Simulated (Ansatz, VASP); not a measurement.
Two plane-wave programs on C

The input INCAR:

```
PREC     = Accurate       # precision mode
ENCUT    = 520            # plane-wave cutoff, eV
EDIFF    = 1E-6           # SCF threshold, eV
ISMEAR   = 0              # smearing method
SIGMA    = 0.15           # smearing width, eV
LREAL    = False          # projectors in reciprocal space
LASPH    = True           # aspherical terms in the spheres
NELM     = 60             # most SCF steps
ALGO     = Normal         # electronic algorithm
ISIF     = 2              # what is computed and relaxed
LWAVE    = False          # write WAVECAR
LCHARG   = False          # write CHGCAR
GGA      = PS             # functional
IVDW     = 12             # dispersion correction
NBANDS   = 11             # bands
```

The input KPOINTS:

```
regular mesh
0
Gamma
  21 21 12
```

Contents of POSCAR:

```
C
1.0
    2.4576582469      0.0000000000      0.0000000000
   -1.2288291235      2.1283944757      0.0000000000
    0.0000000000      0.0000000000      3.5294822413
C
2
Direct
    0.3286349562      0.6572699123      0.0000000000
    0.6713650438      0.3427300877      0.0000000000
```

Input for Ansatz:

```yaml
crystal:
  lattice:
    - [2.4576582469, 0.0, 0.0]
    - [-1.2288291235, 2.1283944757, 0.0]
    - [0.0, 0.0, 3.5294822413]
  atoms:
    - { symbol: C, position: [0.3286349562, 0.6572699123, 0.0] }
    - { symbol: C, position: [0.6713650438, 0.3427300877, 0.0] }
basis:
  ecutwfc: 520.0
kpoints:
  mp_grid: { grid: [21, 21, 12] }
hamiltonian:
  xc: pbesol
  pseudopotentials: { kind: paw, azcp: { folder: soft_1 } }
  dispersion: d3bj
scf:
  occupations: { method: gaussian, width: 0.15 }
output:
  forces: true
  stress: true
  eigenvalues: true
```

Change from the starting cell: mode 6 frozen in at -0.020 Å, equal normal strain along x, y and z +0.0000.

Alike in both runs: task single point; functional PBEsol; dispersion D3(BJ); k mesh 21 × 21 × 12; occupations gaussian, width 0.15 eV; no spin polarisation.

|  | VASP | Ansatz |
| --- | --- | --- |
| version | VASP 6.6.1 | Ansatz 0.2.0 |
| potentials or method | VASP PAW PBE potentials, release 64 (C), cutoff 520 eV | scalar-relativistic, plane waves, PAW |
| valence electrons in the cell | 8 | 8 |

|  | VASP | Ansatz | Ansatz less VASP |
| --- | --- | --- | --- |
| gap on the k mesh at the Fermi level (eV) | none | none | - |
| pressure (GPa) | 1.4 | 0.7 | -0.68 |
| traceless stress, the component that is largest in VASP (GPa) | 5.12 | 4.64 | -0.480 |
| rms of the force components (eV/Å) | 1.218 | 1.215 | -0.0028 |

VASP's potentials were made for PBE, not for PBEsol, and Ansatz warns of the same on its side. Atom by atom the forces differ by 0.003 eV/Å (rms over components). A gap of «none» marks a metal or a gap that the smearing closes.
